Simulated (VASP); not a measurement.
Set up this calculation in VASP 6.6.1, as the native input.

```
Task                   : single point
Functional             : PBEsol
Potentials or basis    : VASP PAW PBE potentials, release 64 (Ti_sv, C)
Cutoff                 : 520 eV
k mesh                 : 12 × 12 × 4
Occupations            : gaussian, width 0.1 eV
Spin                   : no spin polarisation
Dipole correction      : no
Further INCAR settings : ALGO = Normal; EDIFF = 1e-06; NBANDS = 52
```

The structure of Ti2C lies in POSCAR:

```
Ti2C
1.0
    3.1443914074      0.0000000000      0.0000000000
   -1.5721957037      2.7231228383      0.0000000000
    0.0000000000      0.0000000000     14.0669306408
Ti C
6 3
Direct
    0.3333333333      0.6666666667      0.9117436282
    0.0000000000      0.0000000000      0.7549230385
    0.0000000000      0.0000000000      0.2450769615
    0.6666666667      0.3333333333      0.0882563718
    0.6666666667      0.3333333333      0.5784102949
    0.3333333333      0.6666666667      0.4215897051
    0.6666666667      0.3333333333      0.8333333333
    0.3333333333      0.6666666667      0.1666666667
    0.0000000000      0.0000000000      0.5000000000
```

This cell differs from its parent crystal: biaxial strain in the a-b plane: +3.0 %, then relaxed in part.

The input as run:

INCAR

```
SYSTEM = Ti2C
ALGO     = Normal         ! electronic algorithm
EDIFF    = 1E-6           ! SCF threshold, eV
ENCUT    = 520            ! plane-wave cutoff, eV
GGA      = PS             ! functional
ISIF     = 2              ! what is computed and relaxed
ISMEAR   = 0              ! smearing method
LASPH    = .True.         ! aspherical terms in the spheres
LCHARG   = .True.         ! write CHGCAR
LELF     = .True.         ! ELF
LREAL    = .False.        ! projectors in reciprocal space
LVHAR    = .True.       
LWAVE    = .False.        ! write WAVECAR
NBANDS   = 52             ! bands
NELM     = 60             ! most SCF steps
PREC     = Accurate       ! precision mode
SIGMA    = 0.1            ! smearing width, eV
```

KPOINTS

```
k-points
0
Gamma
  12 12 4
  0 0 0
```

Potentials or basis: VASP PAW PBE potentials, release 64 (Ti_sv, C).

The run is started by

```sh
$ cat potpaw_PBE.64/Ti_sv/POTCAR potpaw_PBE.64/C/POTCAR > POTCAR
$ mpirun -np 1 vasp_std > vasp.out
```

Results of the run:

The pressure is -6.6 GPa and the largest force is 0.024 eV/Å. The band gap on the k mesh is zero (bands 42 and 43 overlap by 0.99 eV).

Caveat: the cell differs from its parent crystal (biaxial strain in the a-b plane: +3.0 %, then relaxed in part); the cell stands under tension; the PAW data sets were made with another functional, which shifts forces and pressure a little.

Run time: 11 min on 1 thread of Intel Xeon 8259CL, with other jobs on the host, peak memory 0.44 GiB.
